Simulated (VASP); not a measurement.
# Se (Pm-3m) in VASP: further runs

Se is run at these levels: r2SCAN; tasks: single point.

Program: VASP 6.6.1. These are calculated values, not measurements. Logs are shortened: lines on timing, memory, paths and dates and some standing lists are left out, and cuts for length are marked.

## Step 1: The cell of the first run

The structure is cubic, space group Pm-3m (No. 221). The conventional cell has a = 2.737 Å, b = 2.737 Å, c = 2.737 Å, α = 90.00°, β = 90.00°, γ = 90.00°. Within 3.6 Å of Se (site symmetry m-3m) lie 6 Se at 2.74 Å.

This isn't the form of Se at room conditions, which is trigonal, of chains.

## Step 2: Single point, r2SCAN (20.51 Å³/atom)

The input, POSCAR:

```
Se
1.0
    2.7371584198      0.0000000000      0.0000000000
    0.0000000000      2.7371584198      0.0000000000
    0.0000000000      0.0000000000      2.7371584198
Se
1
Direct
    0.0000000000      0.0000000000      0.0000000000
```

The input, INCAR.step1:

```
SYSTEM = Se
PREC     = Accurate       ! precision mode
ENCUT    = 520            ! plane-wave cutoff, eV
ISMEAR   = -1             ! smearing method
SIGMA    = 0.1            ! smearing width, eV
LREAL    = .False.        ! projectors in reciprocal space
LASPH    = .True.         ! aspherical terms in the spheres
NELM     = 100            ! most SCF steps
NBANDS   = 9              ! bands
GGA      = PE             ! functional
ALGO     = Normal         ! electronic algorithm
EDIFF    = 1E-4           ! SCF threshold, eV
LWAVE    = .True.         ! write WAVECAR
LCHARG   = .False.        ! write CHGCAR
```

The input, INCAR.step2:

```
SYSTEM = Se
PREC     = Accurate       ! precision mode
ENCUT    = 520            ! plane-wave cutoff, eV
EDIFF    = 1E-6           ! SCF threshold, eV
ISMEAR   = -1             ! smearing method
SIGMA    = 0.1            ! smearing width, eV
LREAL    = .False.        ! projectors in reciprocal space
LASPH    = .True.         ! aspherical terms in the spheres
NELM     = 100            ! most SCF steps
ALGO     = Normal         ! electronic algorithm
ISIF     = 2              ! what is computed and relaxed
LWAVE    = .False.        ! write WAVECAR
LCHARG   = .False.        ! write CHGCAR
METAGGA  = R2SCAN         ! meta-GGA
LMIXTAU  = .True.       
NBANDS   = 9              ! bands
ISTART   = 1
```

The input, KPOINTS:

```
regular mesh
0
Gamma
  13 13 13
  0 0 0
```

Potentials or basis: VASP PAW PBE potentials, release 64 (Se).

Started as:

```sh
cat potpaw_PBE.64/Se/POTCAR > POTCAR
cp INCAR.step1 INCAR
mpirun -np 1 vasp_std > vasp.out
cp INCAR.step2 INCAR
mpirun -np 1 vasp_std > vasp.out
```

OUTCAR:

```text
SYSTEM = Se
   PREC = Accurate
   ENCUT = 520
   EDIFF = 1E-6
   ISMEAR = -1
   LREAL = .False.
   LASPH = .True.
   NELM = 100
   ISIF = 2
   METAGGA = R2SCAN
   ISTART = 1

 ion  position               nearest neighbor table
   1  0.000  0.000  0.000-

  LATTYP: Found a simple cubic cell.
 ALAT       =     2.7371584198

  Lattice vectors:

 A1 = (   2.7371584198,   0.0000000000,   0.0000000000)
 A2 = (   0.0000000000,   2.7371584198,   0.0000000000)
 A3 = (   0.0000000000,   0.0000000000,   2.7371584198)

Analysis of symmetry for initial positions (statically):
=====================================================================
 Subroutine PRICEL returns:
 Original cell was already a primitive cell.

 Routine SETGRP: Setting up the symmetry group for a
 simple cubic supercell.

 Subroutine GETGRP returns: Found 48 space group operations
 (whereof 48 operations were pure point group operations)
 out of a pool of 48 trial point group operations.

The static configuration has the point symmetry O_h .

Analysis of symmetry for dynamics (positions and initial velocities):
=====================================================================
 Subroutine PRICEL returns:
 Original cell was already a primitive cell.

 Routine SETGRP: Setting up the symmetry group for a
 simple cubic supercell.

 Subroutine GETGRP returns: Found 48 space group operations
 (whereof 48 operations were pure point group operations)
 out of a pool of 48 trial point group operations.

The dynamic configuration has the point symmetry O_h .

 Subroutine INISYM returns: Found 48 space group operations
 (whereof 48 operations are pure point group operations),
 and found     1 'primitive' translations

----------------------------------------------------------------------------------------

                                     Primitive cell

  volume of cell :      20.5069

  direct lattice vectors                    reciprocal lattice vectors
     2.737158420  0.000000000  0.000000000     0.365342390  0.000000000  0.000000000
     0.000000000  2.737158420  0.000000000     0.000000000  0.365342390  0.000000000
     0.000000000  0.000000000  2.737158420     0.000000000  0.000000000  0.365342390

  length of vectors
     2.737158420  2.737158420  2.737158420     0.365342390  0.365342390  0.365342390

  position of ions in fractional coordinates (direct lattice)
     0.000000000  0.000000000  0.000000000

  ion indices of the primitive-cell ions
[... 70 lines left out ...]
   LSORBIT =      F    spin-orbit coupling
   LASPH  =      T    aspherical Exc in radial PAW
   ENCUT  =  520.0 eV  38.22 Ry    6.18 a.u.   5.09  5.09  5.09*2*pi/ulx,y,z
   NELM   =    100;   NELMIN=  2; NELMDL=  0     # of ELM steps
   EDIFF  = 0.1E-05   stopping-criterion for ELM
   LREAL  =      F    real-space projection
   EDIFFG = 0.1E-04   stopping-criterion for IOM
   NSW    =      0    number of steps for IOM
   IBRION =     -1    ionic relax: 0-MD 1-quasi-New 2-CG
   NFREE  =      0    steps in history (QN), initial steepest desc. (CG)
   ISIF   =      2    stress and relaxation
   ISYM   =      2    0-nonsym 1-usesym 2-fastsym
   POTIM  = 0.5000    time-step for ionic-motion
   TEBEG  =    0.0;   TEEND  =   0.0 temperature during run
   PSTRESS=    0.0 pullay stress
   NELECT =       6.0000    total number of electrons
   NUPDOWN=      -1.0000    fix difference up-down
   EMIN   =  10.00;   EMAX   =-10.00  energy-range for DOS
   EFERMI =   0.00;   METHOD = LEGACY
   ISMEAR =    -1;   SIGMA  =   0.10  broadening in eV -4-tet -1-fermi 0-gaus
   EFERMI_NEDOS =   21; number of points for ismear=-14 and -15
   IALGO  =     38    algorithm
   IMIX   =      4    mixing-type and parameters
     AMIX     =   0.40;   BMIX     =  1.00
     AMIX_MAG =   1.60;   BMIX_MAG =  1.00
  volume/ion in A,a.u.               =      20.51       138.39
  Fermi-wavevector in a.u.,A,eV,Ry     =   1.086823  2.053797 16.070974  1.181183
  Thomas-Fermi vector in A             =   2.222968
   LORBIT       =      0    0 simple, 1 ext, 2 COOP (PROOUT), +10 PAW based schemes
   METAGGA = R2SCAN    functional components
   LHFCALC =     F    Hartree Fock is set to
   AEXX    =    0.0000 exact exchange contribution
   IVDW    =     0    specifies the selected vdW correction
   LEPSILON=     F    determine dielectric tensor
   LRPA    =     F    only Hartree local field effects (RPA)
 non-spin polarized calculation
  energy-cutoff  :      520.00
  volume of cell :       20.51
 maximum number of plane-waves:       565
   NGX = 11   NGY = 11   NGZ = 11

 number of electron       6.0000002 magnetization

 Free energy of the ion-electron system (eV)
  ---------------------------------------------------
  ext. energy  EPLUGINS =         0.00000000
  ---------------------------------------------------
  free energy    TOTEN  =       -14.02211151 eV

  energy without entropy =      -14.00865471  energy(sigma->0) =      -14.01538311

 E-fermi :   5.8062     XC(G=0): -10.9046

 val. band max:        5.7269066949   @ k =   0.2308   0.2308   0.1538
 cond. band min:       5.8652113861   @ k =   0.4615   0.3846   0.2308
 fundamental gap:      0.1383046912
 Fermi energy:         5.8061638347

 k-point     1 :       0.0000    0.0000    0.0000
  band No.  band energies     occupation
      1     -11.9702      2.00000
      2       7.3492      0.00000
      3       7.3492      0.00000
      4       7.3492      0.00000
      5      13.7438      0.00000
      6      13.7438      0.00000
      7      15.0423      0.00000
      8      29.9678      0.00000
      9      29.9678      0.00000
[... 265 lines left out ...]
 k-point    24 :       0.3846    0.3077    0.0000
  band No.  band energies     occupation
      1      -8.4459      2.00000
      2      -0.1214      2.00000
      3       1.9340      2.00000
      4       9.8596      0.00000
      5      11.7082      0.00000
      6      18.3304      0.00000
      7      22.3119      0.00000
      8      24.0117      0.00000
      9      24.2277      0.00000

 [... further k-points ...]
[... 5 lines left out ...]
  --------------------------------------------------------------------------------------
  -------------------------------------------------------------------------------------
  Total        0.9948267      0.9948267      0.9948267     -0.0000000     -0.0000000      0.0000000
  in kB       77.7245470     77.7245470     77.7245470     -0.0000000     -0.0000000      0.0000000
  external PRESSURE =      77.7245470 kB  Pullay stress =       0.0000000 kB

 VOLUME and BASIS-vectors are now :
 -----------------------------------------------------------------------------
  energy-cutoff  :      520.00
  volume of cell :       20.51
      direct lattice vectors                 reciprocal lattice vectors
     2.737158420  0.000000000  0.000000000     0.365342390  0.000000000  0.000000000
     0.000000000  2.737158420  0.000000000     0.000000000  0.365342390  0.000000000
     0.000000000  0.000000000  2.737158420     0.000000000  0.000000000  0.365342390

 POSITION                                       TOTAL-FORCE (eV/Angst)
 -----------------------------------------------------------------------------------
      0.00000      0.00000      0.00000         0.000000      0.000000      0.000000
 -----------------------------------------------------------------------------------
    total drift:                               -0.000000     -0.000000      0.000000

  FREE ENERGIE OF THE ION-ELECTRON SYSTEM (eV)
  ---------------------------------------------------
  free  energy   TOTEN  =       -14.0221115104 eV

  energy  without entropy=      -14.0086547123  energy(sigma->0) =      -14.01538311
```

OUTCAR.step1:

```text
SYSTEM = Se
   PREC = Accurate
   ENCUT = 520
   ISMEAR = -1
   LREAL = .False.
   LASPH = .True.
[... 504 lines left out ...]
 -----------------------------------------------------------------------------------
      0.00000      0.00000      0.00000         0.000000      0.000000      0.000000
 -----------------------------------------------------------------------------------
    total drift:                               -0.000000     -0.000000      0.000000

  FREE ENERGIE OF THE ION-ELECTRON SYSTEM (eV)
  ---------------------------------------------------
  free  energy   TOTEN  =        -3.2824275771 eV

  energy  without entropy=       -3.2684409564  energy(sigma->0) =       -3.27543427
```

OSZICAR.step1:

```text
N       E                     dE             d eps       ncg     rms          rms(c)
DAV:   1     0.963966961832E+01    0.96397E+01   -0.29254E+03  1520   0.573E+02
DAV:   2    -0.299213859338E+01   -0.12632E+02   -0.12088E+02  2041   0.762E+01
DAV:   3    -0.327715483467E+01   -0.28502E+00   -0.27879E+00  1771   0.105E+01
DAV:   4    -0.327772555702E+01   -0.57072E-03   -0.57069E-03  2185   0.552E-01
DAV:   5    -0.327772593593E+01   -0.37891E-06   -0.37931E-06  1815   0.113E-02    0.459E+00
DAV:   6    -0.328038913089E+01   -0.26632E-02   -0.48703E-04  1771   0.177E-01    0.276E+00
DAV:   7    -0.328236404598E+01   -0.19749E-02   -0.12177E-03  1624   0.280E-01    0.441E-02
DAV:   8    -0.328242757712E+01   -0.63531E-04   -0.44851E-05  1664   0.480E-02
   1 F= -.32824276E+01 E0= -.32754343E+01  d E =-.139866E-01
```

Wall time 36 s (1 thread of Intel Xeon 8259CL, shared host); peak memory 0.13 GiB.

Results:

| Item | Value |
| --- | --- |
| Free energy | -14.0221 eV |
| Pressure | 7.8 GPa |
| Band gap on the k mesh | zero (bands 3 and 4 overlap by 7.22 eV) |

Caveat: the cell stands under pressure; the PAW data sets were made with another functional, which shifts forces and pressure a little.

## Step 3: Single point, r2SCAN (21.40 Å³/atom)

This run uses another cell than the first one, of 21.40 Å³/atom.

The input, POSCAR:

```
Se
1.0
    2.7762659665      0.0000000000      0.0000000000
    0.0000000000      2.7762659665      0.0000000000
    0.0000000000      0.0000000000      2.7762659665
Se
1
Direct
    0.0000000000      0.0000000000      0.0000000000
```

The input, INCAR.step1:

```
SYSTEM = Se
ALGO = Normal
EDIFF = 1E-4
ENCUT = 520
GGA = PE
ISMEAR = -1
LASPH = .True.
LCHARG = .False.
LREAL = .False.
LWAVE = .True.
NBANDS = 9
NELM = 100
PREC = Accurate
SIGMA = 0.1
```

The input, INCAR.step2:

```
SYSTEM = Se
ALGO = Normal
EDIFF = 1E-6
ENCUT = 520
ISIF = 2
ISMEAR = -1
ISTART = 1
LASPH = .True.
LCHARG = .False.
LMIXTAU = .True.
LREAL = .False.
LWAVE = .False.
METAGGA = R2SCAN
NBANDS = 9
NELM = 100
PREC = Accurate
SIGMA = 0.1
```

The input, KPOINTS:

```
k-points
0
Gamma
  13 13 13
  0 0 0
```

Potentials or basis: VASP PAW PBE potentials, release 64 (Se).

Started as:

```sh
cat potpaw_PBE.64/Se/POTCAR > POTCAR
cp INCAR.step1 INCAR
mpirun -np 1 vasp_std > vasp.out
cp INCAR.step2 INCAR
mpirun -np 1 vasp_std > vasp.out
```

OUTCAR:

```text
SYSTEM = Se
   EDIFF = 1E-6
   ENCUT = 520
   ISIF = 2
   ISMEAR = -1
   ISTART = 1
   LASPH = .True.
   LREAL = .False.
   METAGGA = R2SCAN
   NELM = 100
   PREC = Accurate

 ion  position               nearest neighbor table
   1  0.000  0.000  0.000-

  LATTYP: Found a simple cubic cell.
 ALAT       =     2.7762659665

  Lattice vectors:

 A1 = (   2.7762659665,   0.0000000000,   0.0000000000)
 A2 = (   0.0000000000,   2.7762659665,   0.0000000000)
 A3 = (   0.0000000000,   0.0000000000,   2.7762659665)

Analysis of symmetry for initial positions (statically):
[... 458 lines left out ...]
      3       1.5519      2.00000
      4       9.0549      0.00000
      5      11.2895      0.00000
      6      17.5918      0.00000
      7      21.5713      0.00000
      8      23.1863      0.00000
      9      23.4153      0.00000

 [... further k-points ...]
[... 5 lines left out ...]
  --------------------------------------------------------------------------------------
  -------------------------------------------------------------------------------------
  Total        0.4639009      0.4639009      0.4639009     -0.0000000      0.0000000      0.0000000
  in kB       34.7338232     34.7338232     34.7338232     -0.0000000      0.0000000      0.0000000
  external PRESSURE =      34.7338232 kB  Pullay stress =       0.0000000 kB

 VOLUME and BASIS-vectors are now :
 -----------------------------------------------------------------------------
  energy-cutoff  :      520.00
  volume of cell :       21.40
      direct lattice vectors                 reciprocal lattice vectors
     2.776265967  0.000000000  0.000000000     0.360196037  0.000000000  0.000000000
     0.000000000  2.776265967  0.000000000     0.000000000  0.360196037  0.000000000
     0.000000000  0.000000000  2.776265967     0.000000000  0.000000000  0.360196037

 POSITION                                       TOTAL-FORCE (eV/Angst)
 -----------------------------------------------------------------------------------
      0.00000      0.00000      0.00000         0.000000      0.000000      0.000000
 -----------------------------------------------------------------------------------
    total drift:                                0.000000      0.000000      0.000000

  FREE ENERGIE OF THE ION-ELECTRON SYSTEM (eV)
  ---------------------------------------------------
  free  energy   TOTEN  =       -14.0530390567 eV

  energy  without entropy=      -14.0386425162  energy(sigma->0) =      -14.04584079
```

OUTCAR.step1:

```text
SYSTEM = Se
   EDIFF = 1E-4
   ENCUT = 520
   GGA = PE
   ISMEAR = -1
   LASPH = .True.
   LREAL = .False.
[... 504 lines left out ...]
 -----------------------------------------------------------------------------------
      0.00000      0.00000      0.00000         0.000000      0.000000      0.000000
 -----------------------------------------------------------------------------------
    total drift:                                0.000000      0.000000      0.000000

  FREE ENERGIE OF THE ION-ELECTRON SYSTEM (eV)
  ---------------------------------------------------
  free  energy   TOTEN  =        -3.3204027773 eV

  energy  without entropy=       -3.3053386065  energy(sigma->0) =       -3.31287069
```

OSZICAR.step1:

```text
N       E                     dE             d eps       ncg     rms          rms(c)
DAV:   1     0.100771429504E+02    0.10077E+02   -0.28556E+03  1512   0.569E+02
DAV:   2    -0.300251422330E+01   -0.13080E+02   -0.12581E+02  2041   0.782E+01
DAV:   3    -0.331443879020E+01   -0.31192E+00   -0.31030E+00  1787   0.112E+01
DAV:   4    -0.331503815933E+01   -0.59937E-03   -0.59933E-03  2153   0.561E-01
DAV:   5    -0.331503856212E+01   -0.40279E-06   -0.40255E-06  1775   0.123E-02    0.417E+00
DAV:   6    -0.331814002321E+01   -0.31015E-02   -0.49327E-04  1827   0.181E-01    0.250E+00
DAV:   7    -0.332034167824E+01   -0.22017E-02   -0.12584E-03  1611   0.283E-01    0.451E-02
DAV:   8    -0.332040277734E+01   -0.61099E-04   -0.54417E-05  1690   0.531E-02
   1 F= -.33204028E+01 E0= -.33128707E+01  d E =-.150642E-01
```

Wall time 39 s (1 thread of Intel Xeon 8259CL, shared host); peak memory 0.15 GiB.

Results:

| Quantity | Value |
| --- | --- |
| Free energy | -14.0530 eV |
| Pressure | 3.5 GPa |
| Band gap on the k mesh | zero (bands 3 and 4 overlap by 6.85 eV) |

Levels at points of the mesh, in eV from the Fermi level:
```
           k point  band 1  band 2  band 3  band 4  band 5  band 6  band 7
(0.00, 0.00, 0.00)  -17.33    1.49    1.49    1.49    8.05    8.05    8.98
```

Caveat: the cell stands under pressure; the PAW data sets were made with another functional, which shifts forces and pressure a little.

## Step 4: Single point, r2SCAN (22.29 Å³/atom)

This run uses another cell than the first one, of 22.29 Å³/atom.

The input, POSCAR:

```
Se
1.0
    2.8143017337      0.0000000000      0.0000000000
    0.0000000000      2.8143017337      0.0000000000
    0.0000000000      0.0000000000      2.8143017337
Se
1
Direct
    0.0000000000      0.0000000000      0.0000000000
```

The input, INCAR.step1:

```
PREC = Accurate
ENCUT = 520
ISMEAR = -1
SIGMA = 0.1
LREAL = False
LASPH = True
NELM = 60
NBANDS = 9
GGA = PE
ALGO = Normal
EDIFF = 1E-4
LWAVE = True
LCHARG = False
```

The input, INCAR.step2:

```
PREC = Accurate
ENCUT = 520
EDIFF = 1E-6
ISMEAR = -1
SIGMA = 0.1
LREAL = False
LASPH = True
NELM = 60
ALGO = Normal
ISIF = 2
LWAVE = False
LCHARG = False
METAGGA = R2SCAN
LMIXTAU = True
NBANDS = 9
ISTART = 1
```

The input, KPOINTS:

```
regular mesh
0
Gamma
  13 13 13
```

Started as:

```sh
cat potpaw_PBE.64/Se/POTCAR > POTCAR
cp INCAR.step1 INCAR
mpirun -np 1 vasp_std > vasp.out
cp INCAR.step2 INCAR
mpirun -np 1 vasp_std > vasp.out
```

Run time: 39 s. Hardware: 1 thread of Intel Xeon 8259CL, shared host; peak memory 0.15 GiB.

The run converged. Its results:

| Item | Value |
| --- | --- |
| Free energy | -14.0625 eV |
| Pressure | 0.0 GPa |
| Band gap on the k mesh | zero (bands 3 and 4 overlap by 6.51 eV) |

Levels at points of the mesh, in eV from the Fermi level:
```tsv
k point	band 1	band 2	band 3	band 4	band 5	band 6
(0.00, 0.00, 0.00)	-16.92	1.44	1.44	1.44	8.15	8.15
```

Caveat: the PAW data sets were made with another functional, which shifts forces and pressure a little.

## Step 5: Summary

```csv
cell,gap on the mesh (eV),pressure (GPa)
"a = 2.737 Å, 1 atom",none,7.8
"a = 2.776 Å, 1 atom",none,3.5
"a = 2.814 Å, 1 atom",none,0.0
```

Alike in all rows: task single point; level r2SCAN; potentials or basis VASP PAW PBE potentials, release 64 (Se); no spin polarisation; k mesh 13 × 13 × 13; cutoff (eV) 520; smearing fermi-dirac 0.1 eV.

Caveats: the PAW data sets were made with another functional, which shifts forces and pressure a little; the cell stands under pressure (at least some runs).

Total energies depend on the potentials used, so only differences within one code and one set of settings carry meaning.

The gap in the log of VASP goes by the Fermi energy; the results here count the filled bands.